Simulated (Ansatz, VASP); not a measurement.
This is a calculation of H for VASP 6.6.1.

INCAR

```
  PREC = Accurate
  ENCUT = 600
  EDIFF = 1E-7
  ISMEAR = -1
  SIGMA = 0.05
  LREAL = False
  LASPH = True
  NELM = 100
  ALGO = Normal
  ISIF = 3
  LWAVE = False
  LCHARG = False
  GGA = PE
  IVDW = 12
  IBRION = 2
  NSW = 60
  EDIFFG = -0.01
```

Contents of KPOINTS:

```
regular mesh
0
Gamma
  11 11 11
```

The input POSCAR:

```
H
1.0
   -1.6915344700      1.6915344700      2.0584739900
    1.6915344700     -1.6915344700      2.0584739900
    1.6915344700      1.6915344700     -2.0584739900
H
2
Direct
    0.0901377100      0.0901377100      0.0000000000
    0.9098622900      0.9098622900      0.0000000000
```

Potentials or basis: VASP PAW PBE potentials, release 64 (H).

Command:

```sh
$ cat potpaw_PBE.64/H/POTCAR > POTCAR
$ mpirun -np 1 vasp_std > vasp.out
```

Task: Translate it to Ansatz 0.2.0. Potentials there: Ansatz PAW.

Result: As run (the cutoff follows the program's own potentials):

Contents of input.yaml:

```yaml
crystal:
  lattice:
    - [-1.69153447, 1.69153447, 2.05847399]
    - [1.69153447, -1.69153447, 2.05847399]
    - [1.69153447, 1.69153447, -2.05847399]
  atoms:
    - { symbol: H, position: [0.09013771, 0.09013771, 0.0] }
    - { symbol: H, position: [0.90986229, 0.90986229, 0.0] }
hamiltonian:
  xc: pbe
  pseudopotentials: { kind: paw }
  dispersion: d3bj
kpoints:
  mp_grid: { grid: [11, 11, 11] }
scf:
  occupations: { method: fermi_dirac, width: 0.05 }
output:
  forces: true
  stress: true
  eigenvalues: true
relax:
  f_tol: 0.01
  max_steps: 40
  cell: { stress_tol: 0.05 }
```

Potentials or basis: Ansatz PAW.

Command:

```bash
$ ansatz run input.yaml --threads 2 --pin off --max-ram 5632MiB --backend cpu --events-out ev --progress --plain --runs-dir out
```

Both were run:

|  | VASP | Ansatz | Ansatz less VASP |
| --- | --- | --- | --- |
| gap on the k mesh at the Fermi level, each at its own relaxed structure (eV) | 8.97 | 9.06 | +0.094 |
| relaxed volume (Å³/atom) | 11.80 | 12.34 | +0.548 |
| relaxed cell length with the largest relative difference (Å) | 3.158 | 3.212 | +0.0540 |

Noted on Ansatz's run: odd divisions of the mesh miss points on the zone boundary, where band edges often lie, so the gap on the mesh can be too wide; the plane-wave basis is chosen anew once the cell has moved, so the energies of steps on either side of that aren't comparable.
